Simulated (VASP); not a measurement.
Here is a VASP 6.6.1 calculation.

The input INCAR:

```
SYSTEM = HfB
  PREC = Accurate
  ENCUT = 520
  EDIFF = 1E-8
  ISMEAR = -1
  SIGMA = 0.05
  LREAL = .FALSE.
  LASPH = .TRUE.
  NELM = 60
  ALGO = Normal
  ISIF = 2
  LWAVE = .FALSE.
  LCHARG = .FALSE.
  GGA = PE
  LEFG = .TRUE.
  NBANDS = 14
```

File KPOINTS:

```
Automatic mesh
0
G
  13 13 13
  0 0 0
```

Contents of POSCAR:

```
HfB
1.0
    0.0000000000      2.0510582440      2.0510582440
    2.0510582440      0.0000000000      2.0510582440
    2.0510582440      2.0510582440      0.0000000000
Hf B
1 1
Direct
    0.5000000000      0.5000000000      0.5000000000
    0.0000000000      0.0000000000      0.0000000000
```

Potentials or basis: VASP PAW PBE potentials, release 64 (Hf_pv, B).

Launch:

```sh
$ cat potpaw_PBE.64/Hf_pv/POTCAR potpaw_PBE.64/B/POTCAR > POTCAR
$ mpirun -np 1 vasp_std > vasp.out
```

(1) Estimate the pressure.

Answers

(1) 209.3 GPa.

Caveat: without QUAD_EFG the Cq values of the log hold for a quadrupole moment of 1 mb, not for the nuclei.
